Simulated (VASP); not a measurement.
# NiO in VASP: further runs, part 2 of 2

VASP 6.6.1. Earlier steps stand in the parts before.

## Step 3: Relaxation of cell and atoms, r2SCAN, collinear spin, ferromagnetic start, target pressure 2 GPa, at which the enthalpy is minimised

This run uses another cell than the first one, of 9.01 Å³/atom.

Input file POSCAR:

```
NiO
1.0
    0.0000000000      2.0809577329      2.0809577329
    2.0809577329      0.0000000000      2.0809577329
    2.0809577329      2.0809577329      0.0000000000
Ni O
1 1
Direct
    0.0000000000      0.0000000000      0.0000000000
    0.5000000000      0.5000000000      0.5000000000
```

Input file INCAR.step1:

```
SYSTEM = NiO
PREC     = Accurate       ! precision mode
ENCUT    = 600            ! plane-wave cutoff, eV
ISMEAR   = 0              ! smearing method
SIGMA    = 0.02           ! smearing width, eV
LREAL    = .False.        ! projectors in reciprocal space
LASPH    = .True.         ! aspherical terms in the spheres
NELM     = 150            ! most SCF steps
ISPIN    = 2              ! spin polarisation
MAGMOM   = 1.84 0.31      ! initial moments
LMAXMIX  = 4              ! l up to which the mixer works
GGA      = PE             ! functional
ALGO     = Normal         ! electronic algorithm
EDIFF    = 1E-4           ! SCF threshold, eV
LWAVE    = .True.         ! write WAVECAR
LCHARG   = .False.        ! write CHGCAR
```

Input file INCAR.step2:

```
SYSTEM = NiO
PREC     = Accurate       ! precision mode
ENCUT    = 600            ! plane-wave cutoff, eV
EDIFF    = 1E-7           ! SCF threshold, eV
ISMEAR   = 0              ! smearing method
SIGMA    = 0.02           ! smearing width, eV
LREAL    = .False.        ! projectors in reciprocal space
LASPH    = .True.         ! aspherical terms in the spheres
NELM     = 150            ! most SCF steps
ALGO     = Normal         ! electronic algorithm
ISIF     = 3              ! what is computed and relaxed
LWAVE    = .False.        ! write WAVECAR
LCHARG   = .False.        ! write CHGCAR
ISPIN    = 2              ! spin polarisation
MAGMOM   = 1.84 0.31      ! initial moments
LORBIT   = 11             ! projections on sites
LMAXMIX  = 4              ! l up to which the mixer works
METAGGA  = R2SCAN         ! meta-GGA
LMIXTAU  = .True.       
IBRION   = 2              ! ionic algorithm
NSW      = 70             ! ionic steps
EDIFFG   = -0.008         ! ionic threshold
PSTRESS  = 20.0         
ISTART   = 1
```

Input file KPOINTS:

```
regular mesh
0
Gamma
  12 12 12
  0 0 0
```

Potentials or basis: VASP PAW PBE potentials, release 64 (Ni, O).

Launch:

```
> cat potpaw_PBE.64/Ni/POTCAR potpaw_PBE.64/O/POTCAR > POTCAR
> cp INCAR.step1 INCAR
> mpirun -np 1 vasp_std > vasp.out
> cp INCAR.step2 INCAR
> mpirun -np 1 vasp_std > vasp.out
```

OUTCAR:

```text
SYSTEM = NiO
   PREC = Accurate
   ENCUT = 600
   EDIFF = 1E-7
   ISMEAR = 0
   LREAL = .False.
   LASPH = .True.
   NELM = 150
   ISIF = 3
   ISPIN = 2
   LORBIT = 11
   METAGGA = R2SCAN
   IBRION = 2
   NSW = 70
   EDIFFG = -0.008
   PSTRESS = 20.0
   ISTART = 1

 ion  position               nearest neighbor table
   1  0.000  0.000  0.000-   2 2.08   2 2.08   2 2.08   2 2.08   2 2.08   2 2.08
   2  0.500  0.500  0.500-   1 2.08   1 2.08   1 2.08   1 2.08   1 2.08   1 2.08

  LATTYP: Found a face centered cubic cell.
 ALAT       =     4.1619154658

  Lattice vectors:

 A1 = (   0.0000000000,   2.0809577329,   2.0809577329)
 A2 = (   2.0809577329,   0.0000000000,   2.0809577329)
 A3 = (   2.0809577329,   2.0809577329,   0.0000000000)

Analysis of symmetry for initial positions (statically):
=====================================================================
 Subroutine PRICEL returns:
 Original cell was already a primitive cell.

[... 651 lines left out ...]
      3       1.3393      1.00000
      4       1.3453      1.00000
      5       4.8247      1.00000
      6       5.0684      1.00000
      7       5.6278      1.00000
      8       6.4984      1.00000
      9       7.2422      1.00000
     10      15.3735      0.00000
     11      18.0719      0.00000
     12      20.6392      0.00000
     13      23.1386      0.00000

 [... further k-points ...]

 spin component 2

 k-point     1 :       0.0000    0.0000    0.0000
  band No.  band energies     occupation
      1     -13.0352      1.00000
      2       5.3240      1.00000
      3       5.3243      1.00000
      4       5.3244      1.00000
      5       5.4242      1.00000
      6       5.4243      1.00000
      7       5.4243      1.00000
      8       8.2582      0.00000
      9       8.2591      0.00000
     10      10.3089      0.00000
     11      26.4673      0.00000
     12      27.5733      0.00000
     13      27.5735      0.00000
[... 401 lines left out ...]
  energy  without entropy=      -20.1128978946  energy(sigma->0) =      -20.11289789

  enthalpy is  TOTEN    =       -19.8859241193 eV   P V=        0.2269737753

 reached required accuracy - stopping structural energy minimisation

 total charge

# of ion       s       p       d       tot
------------------------------------------
    1        0.337   0.421   8.174   8.932
    2        1.551   3.499   0.000   5.050
--------------------------------------------------
tot          1.889   3.919   8.174  13.982

 magnetization (x)

# of ion       s       p       d       tot
------------------------------------------
    1        0.011   0.012   1.669   1.692
    2        0.028   0.248   0.000   0.277
--------------------------------------------------
tot          0.040   0.260   1.669   1.969
```

OUTCAR.step1:

```text
SYSTEM = NiO
   PREC = Accurate
   ENCUT = 600
   ISMEAR = 0
   LREAL = .False.
   LASPH = .True.
[... 1010 lines left out ...]
      0.00000      0.00000      0.00000        -0.000000      0.000000     -0.000000
      2.08096      2.08096      2.08096         0.000000      0.000000      0.000000
 -----------------------------------------------------------------------------------
    total drift:                                0.000000     -0.000000     -0.000000

  FREE ENERGIE OF THE ION-ELECTRON SYSTEM (eV)
  ---------------------------------------------------
  free  energy   TOTEN  =       -11.4671957324 eV

  energy  without entropy=      -11.4669113826  energy(sigma->0) =      -11.46705356
```

Run time: 2.9 min. Hardware: 1 thread of Intel Xeon Platinum 8488C (Sapphire Rapids), shared host; peak memory 0.18 GiB.

Results:

```
Free energy                                                : -20.1129 eV
Relaxed volume                                             : 9.09 Å³/atom
Relaxed cell                                               : a = 2.952 Å, b = 2.952 Å, c = 2.952 Å, α = 60.00°, β = 60.00°, γ = 60.00°
Space group after relaxing (to 0.1 Å)                      : Fm-3m (No. 225)
Energy change on relaxing (the run minimises the enthalpy) : -1.5 meV/atom
Ionic steps                                                : 3
Pressure after relaxing                                    : 2.0 GPa
Band gap on the k mesh                                     : 0.71 eV (least direct gap 1.74 eV)
Net moment                                                 : 2.00 μB per cell
Site moments                                               : Ni +1.69; O +0.28 μB
Valence electrons inside the program's atomic spheres      : Ni 8.93; O 5.05
```

Step by step:
```tsv
step	energy change (eV)	largest force (eV/Å)	pressure (GPa)	volume (Å³)
1	0.0000	0.0000	4.05	18.02
2	-0.0040	0.0000	0.32	18.33
3	-0.0030	0.0000	2.05	18.18
```

Final structure:
```
Ni O
1.0
     0.00000    2.08709    2.08709
     2.08709    0.00000    2.08709
     2.08709    2.08709    0.00000
Ni O
1 1
Cartesian
  0.0000 0.0000 0.0000
  2.0871 2.0871 2.0871
```

Caveat: the cell is relaxed towards a set pressure, so the run minimises the enthalpy, not the energy; the PAW data sets were made with another functional, which shifts forces and pressure a little; a cell with one magnetic atom can't hold antiferromagnetic order, which such compounds often take. A k mesh can miss the band edges.

## Step 4: Single point, r2SCAN, collinear spin, ferromagnetic start

This run uses another cell than the first one: it holds 4 atoms, not 2.

Input file POSCAR:

```
NiO
1.0
    2.0105265571      2.0105265571      0.0000000000
   -2.0105265571      2.0105265571      0.0000000000
    0.0000000000      0.0000000000      4.3139568851
Ni O
2 2
Direct
    0.0000000000      0.0000000000      0.0000000000
    0.5000000000      0.5000000000      0.5000000000
    0.5000000000      0.5000000000      0.0000000000
    0.0000000000      0.0000000000      0.5000000000
```

Input file INCAR.step1:

```
PREC = Accurate
ENCUT = 520
ISMEAR = 0
SIGMA = 0.02
LREAL = False
LASPH = True
NELM = 150
ISPIN = 2
MAGMOM = 1.81 1.81 0.32 0.32
LMAXMIX = 4
NBANDS = 28
GGA = PE
ALGO = Normal
EDIFF = 1E-4
LWAVE = True
LCHARG = False
```

Input file INCAR.step2:

```
PREC = Accurate
ENCUT = 520
EDIFF = 1E-6
ISMEAR = 0
SIGMA = 0.02
LREAL = False
LASPH = True
NELM = 150
ALGO = Normal
ISIF = 2
LWAVE = False
LCHARG = False
ISPIN = 2
MAGMOM = 1.81 1.81 0.32 0.32
LORBIT = 11
LMAXMIX = 4
METAGGA = R2SCAN
LMIXTAU = True
NBANDS = 28
ISTART = 1
```

Input file KPOINTS:

```
Automatic mesh
0
Gamma
  10 10 8
```

Launch:

```
> cat potpaw_PBE.64/Ni/POTCAR potpaw_PBE.64/O/POTCAR > POTCAR
> cp INCAR.step1 INCAR
> mpirun -np 1 vasp_std > vasp.out
> cp INCAR.step2 INCAR
> mpirun -np 1 vasp_std > vasp.out
```

Wall time 12 min (1 thread of Intel Xeon Platinum 8259CL at 2.50GHz (Skylake/Cascade Lake), shared host); peak memory 0.28 GiB.

The run converged. Its results:

- Free energy: -40.0300 eV
- Pressure: 15.0 GPa
- Band gap on the k mesh: zero (filled and empty bands overlap)
- Net moment: 4.00 μB per cell
- Site moments: Ni +1.69; O +0.28 μB
- Valence electrons inside the program's atomic spheres: Ni 9.04; O 5.08

Stress tensor (GPa, compression positive):
```
22.48  0.00  0.00
 0.00 22.48  0.00
 0.00  0.00 -0.03
```

Levels at points of the mesh, in eV from the Fermi level:
Spin up:
```tsv
k point	band 16	band 17	band 18	band 19	band 20	band 21
(0.00, 0.00, 0.00)	-3.32	-2.62	-2.62	2.09	6.83	10.85
(0.50, 0.00, 0.00)	-1.99	-0.10	-0.10	7.90	7.90	10.90
(0.50, 0.50, 0.00)	-2.69	-2.47	-2.47	6.71	6.71	11.86
(0.00, 0.00, 0.50)	-2.54	-2.54	-2.54	5.65	5.65	12.96
(0.50, 0.00, 0.50)	-0.59	-0.01	-0.01	5.98	5.98	10.99
(0.50, 0.50, 0.50)	-2.47	-2.34	-2.34	8.88	8.88	11.68
```
Spin down:
```tsv
k point	band 11	band 12	band 13	band 14	band 15	band 16	band 17	band 18
(0.00, 0.00, 0.00)	-2.64	-2.58	-1.65	-1.65	-0.05	0.34	0.71	1.26
(0.50, 0.00, 0.00)	-1.44	-1.44	-1.05	-1.05	0.90	0.90	3.56	3.56
(0.50, 0.50, 0.00)	-1.73	-1.73	-1.50	-1.50	0.67	0.67	1.50	1.50
(0.00, 0.00, 0.50)	-1.62	-1.62	-1.62	-1.62	0.52	0.52	1.49	1.49
(0.50, 0.00, 0.50)	-1.52	-1.52	-1.24	-1.24	2.81	2.81	3.58	3.58
(0.50, 0.50, 0.50)	-2.12	-2.12	-1.50	-1.50	1.44	1.44	1.73	1.73
```

Caveat: the stress differs along the axes, from -0 to 22 GPa; the PAW data sets were made with another functional, which shifts forces and pressure a little; semilocal functionals often make such compounds metallic where correlation or magnetic order opens a gap, which also shifts bond lengths.

## Step 5: Single point, r2SCAN, collinear spin, ferromagnetic start (biaxial strain in the a-b plane: -2.0 %)

Input file POSCAR:

```
NiO
1.0
    2.0524125271      2.0524125271      0.0000000000
   -2.0524125271      2.0524125271      0.0000000000
    0.0000000000      0.0000000000      4.2388601579
Ni O
2 2
Direct
    0.0000000000      0.0000000000      0.0000000000
    0.5000000000      0.5000000000      0.5000000000
    0.5000000000      0.5000000000      0.0000000000
    0.0000000000      0.0000000000      0.5000000000
```

Input file INCAR.step1:

```
ALGO = Normal ; EDIFF = 1E-4
ENCUT = 520 ; GGA = PE
ISMEAR = 0 ; ISPIN = 2
LASPH = T ; LCHARG = F
LMAXMIX = 4 ; LREAL = F
LWAVE = T ; MAGMOM = 1.84 1.84 0.31 0.31
NBANDS = 28 ; NELM = 150
PREC = Accurate ; SIGMA = 0.02
```

Input file INCAR.step2:

```
ALGO = Normal ; EDIFF = 1E-6
ENCUT = 520 ; ISIF = 2
ISMEAR = 0 ; ISPIN = 2
ISTART = 1 ; LASPH = T
LCHARG = F ; LMAXMIX = 4
LMIXTAU = T ; LORBIT = 11
LREAL = F ; LWAVE = F
MAGMOM = 1.84 1.84 0.31 0.31 ; METAGGA = R2SCAN
NBANDS = 28 ; NELM = 150
PREC = Accurate ; SIGMA = 0.02
```

Input file KPOINTS:

```
k-points
0
Gamma
  10 10 8
```

Launch:

```
> cat potpaw_PBE.64/Ni/POTCAR potpaw_PBE.64/O/POTCAR > POTCAR
> cp INCAR.step1 INCAR
> mpirun -np 1 vasp_std > vasp.out
> cp INCAR.step2 INCAR
> mpirun -np 1 vasp_std > vasp.out
```

It took 13 min on 1 thread of Intel Xeon Platinum 8259CL at 2.50GHz (Skylake/Cascade Lake), shared host; peak memory 0.28 GiB.

Results (log left out):

```
Free energy                                           : -40.1771 eV
Pressure                                              : 7.0 GPa
Band gap on the k mesh                                : 0.42 eV
Net moment                                            : 4.00 μB per cell
Site moments                                          : Ni +1.69; O +0.28 μB
Valence electrons inside the program's atomic spheres : Ni 8.97; O 5.06
```

Stress tensor (GPa, compression positive):
```
10.18  0.00  0.00
 0.00 10.18  0.00
 0.00  0.00  0.60
```

Levels at points of the mesh, in eV from the valence-band top:
Spin up:
```csv
k point,band 14,band 15,band 16,band 17,band 18,band 19,band 20,band 21,band 22,band 23
"(0.00, 0.00, 0.00)",-3.10,-3.10,-3.01,-2.37,-2.37,2.15,6.81,11.30,12.99,18.12
"(0.50, 0.00, 0.00)",-2.04,-1.85,-1.85,-0.14,-0.14,7.88,7.88,11.49,11.49,11.88
"(0.50, 0.50, 0.00)",-3.22,-2.39,-2.39,-2.30,-2.30,6.77,6.77,11.77,11.77,12.54
"(0.00, 0.00, 0.50)",-2.31,-2.17,-2.17,-2.17,-2.17,5.89,5.89,13.48,13.48,14.35
"(0.50, 0.00, 0.50)",-1.99,-0.25,-0.25,0.00,0.00,6.22,6.22,10.98,10.98,14.49
"(0.50, 0.50, 0.50)",-2.61,-2.30,-2.30,-2.00,-2.00,9.09,9.09,11.65,11.65,11.65
```
Spin down:
```csv
k point,band 12,band 13,band 14,band 15,band 16,band 17
"(0.00, 0.00, 0.00)",-2.29,-1.40,-1.40,0.42,0.56,0.99
"(0.50, 0.00, 0.00)",-1.27,-0.93,-0.93,1.28,1.28,3.52
"(0.50, 0.50, 0.00)",-1.43,-1.33,-1.33,0.98,0.98,1.63
"(0.00, 0.00, 0.50)",-1.26,-1.26,-1.26,0.77,0.77,1.69
"(0.50, 0.00, 0.50)",-1.37,-1.05,-1.05,3.21,3.21,3.55
"(0.50, 0.50, 0.50)",-1.71,-1.33,-1.33,1.54,1.54,2.05
```

Caveat: the cell differs from its parent crystal (biaxial strain in the a-b plane: -2.0 %); the stress differs along the axes, from 1 to 10 GPa; the PAW data sets were made with another functional, which shifts forces and pressure a little. A k mesh can miss the band edges.

## Step 6: Relaxation of cell and atoms, r2SCAN, collinear spin, ferromagnetic start, target pressure 40 GPa, at which the enthalpy is minimised

This run uses another cell than the first one, of 7.98 Å³/atom.

Input file POSCAR:

```
NiO
1.0
    0.0000000000      1.9982784052      1.9982784052
    1.9982784052      0.0000000000      1.9982784052
    1.9982784052      1.9982784052      0.0000000000
Ni O
1 1
Direct
    0.0000000000      0.0000000000      0.0000000000
    0.5000000000      0.5000000000      0.5000000000
```

Input file INCAR.step1:

```
PREC = Accurate
ENCUT = 600
ISMEAR = 0
SIGMA = 0.02
LREAL = False
LASPH = True
NELM = 150
ISPIN = 2
MAGMOM = 1.82 0.32
LMAXMIX = 4
GGA = PE
ALGO = Normal
EDIFF = 1E-4
LWAVE = True
LCHARG = False
```

Input file INCAR.step2:

```
PREC = Accurate
ENCUT = 600
EDIFF = 1E-6
ISMEAR = 0
SIGMA = 0.02
LREAL = False
LASPH = True
NELM = 150
ALGO = Normal
ISIF = 3
LWAVE = False
LCHARG = False
ISPIN = 2
MAGMOM = 1.82 0.32
LORBIT = 11
LMAXMIX = 4
METAGGA = R2SCAN
LMIXTAU = True
IBRION = 2
NSW = 70
EDIFFG = -0.008
PSTRESS = 400.0
ISTART = 1
```

Input file KPOINTS:

```
Automatic mesh
0
Gamma
  16 16 16
```

Potentials or basis: VASP PAW PBE potentials, release 64 (Ni, O).

Launch:

```
> cat potpaw_PBE.64/Ni/POTCAR potpaw_PBE.64/O/POTCAR > POTCAR
> cp INCAR.step1 INCAR
> mpirun -np 1 vasp_std > vasp.out
> cp INCAR.step2 INCAR
> mpirun -np 1 vasp_std > vasp.out
```

Run time: 6.9 min. Hardware: 1 thread of Intel Xeon 8259CL, shared host; peak memory 0.21 GiB.

Results (log left out):

- Free energy: -19.8493 eV
- Relaxed volume: 8.01 Å³/atom
- Relaxed cell: a = 2.829 Å, b = 2.829 Å, c = 2.829 Å, α = 60.00°, β = 60.00°, γ = 60.00°
- Space group after relaxing (to 0.1 Å): Fm-3m (No. 225)
- Energy change on relaxing (the run minimises the enthalpy): -7.2 meV/atom
- Ionic steps: 3
- Pressure after relaxing: 40.0 GPa
- Band gap on the k mesh: 0.19 eV (least direct gap 1.47 eV)
- Net moment: 2.00 μB per cell
- Site moments: Ni +1.68; O +0.29 μB
- Valence electrons inside the program's atomic spheres: Ni 9.21; O 5.13

Step by step:
| step | energy change (eV) | largest force (eV/Å) | pressure (GPa) | volume (Å³) |
| --- | --- | --- | --- | --- |
| 1 | 0.0000 | 0.0000 | 41.31 | 15.96 |
| 2 | -0.0372 | 0.0000 | 37.69 | 16.11 |
| 3 | -0.0143 | 0.0000 | 39.96 | 16.02 |

Final structure:
```yaml
crystal:
  lattice:
    - [0.00000, 2.00063, 2.00063]
    - [2.00063, 0.00000, 2.00063]
    - [2.00063, 2.00063, 0.00000]
  atoms:
    - { symbol: Ni, position: [0.00000, 0.00000, 0.00000] }
    - { symbol: O, position: [0.50000, 0.50000, 0.50000] }
```

Levels at points of the mesh, in eV from the valence-band top:
Spin up:
| k point | band 6 | band 7 | band 8 | band 9 | band 10 | band 11 | band 12 | band 13 |
| --- | --- | --- | --- | --- | --- | --- | --- | --- |
| (0.00, 0.00, 0.00) | -3.67 | -3.67 | -3.67 | -3.67 | 2.77 | 19.02 | 20.44 | 20.44 |
| (0.50, 0.00, 0.00) | -2.86 | -2.10 | 0.00 | 0.00 | 6.39 | 12.05 | 15.50 | 15.50 |
| (0.50, 0.50, 0.00) | -4.06 | -3.20 | -2.47 | -2.47 | 7.45 | 12.33 | 13.08 | 19.15 |
Spin down:
```tsv
k point	band 4	band 5	band 6	band 7	band 8	band 9	band 10	band 11
(0.00, 0.00, 0.00)	-2.92	-2.80	-2.80	-2.80	0.19	0.19	3.37	19.12
(0.50, 0.00, 0.00)	-5.66	-1.62	-1.61	-1.14	3.60	3.60	6.70	12.90
(0.50, 0.50, 0.00)	-4.56	-3.95	-1.49	-1.49	0.78	1.65	8.10	12.98
```

Caveat: the cell is relaxed towards a set pressure, so the run minimises the enthalpy, not the energy; the PAW data sets were made with another functional, which shifts forces and pressure a little; a cell with one magnetic atom can't hold antiferromagnetic order, which such compounds often take.

## Step 7: The runs side by side

```tsv
task	cell	k mesh	cutoff (eV)	gap on the mesh (eV)	pressure (GPa)	moment (μB)
relaxation of cell and atoms	relaxed to 5 GPa from a = 2.940 Å, angles 60.0°, 2 atoms, atomic positions A	12 × 12 × 12	600	0.66	5.1	2.00
relaxation of cell and atoms	relaxed to 2 GPa from a = 2.943 Å, angles 60.0°, 2 atoms, atomic positions A	12 × 12 × 12	600	0.71	2.0	2.00
single point	a = 2.843, b = 2.843, c = 4.314 Å, 4 atoms, atomic positions B	10 × 10 × 8	520	none	15.0	4.00
single point	a = 2.903, b = 2.903, c = 4.239 Å, 4 atoms, atomic positions B	10 × 10 × 8	520	0.42	7.0	4.00
relaxation of cell and atoms	relaxed to 40 GPa from a = 2.826 Å, angles 60.0°, 2 atoms, atomic positions A	16 × 16 × 16	600	0.19	40.0	2.00
```

Alike in all rows: level r2SCAN; potentials or basis VASP PAW PBE potentials, release 64 (Ni, O); spin collinear, ferromagnetic start; smearing gaussian 0.02 eV.

Caveats: the PAW data sets were made with another functional, which shifts forces and pressure a little; the cell is relaxed towards a set pressure, so the run minimises the enthalpy, not the energy (at least some runs); a cell with one magnetic atom can't hold antiferromagnetic order, which such compounds often take (at least some runs); the stress differs along the axes, from -0 to 22 GPa (at least some runs); semilocal functionals often make such compounds metallic where correlation or magnetic order opens a gap, which also shifts bond lengths (at least some runs); the stress differs along the axes, from 1 to 10 GPa (at least some runs).

Absolute energies hang on the potentials; compare differences alone.
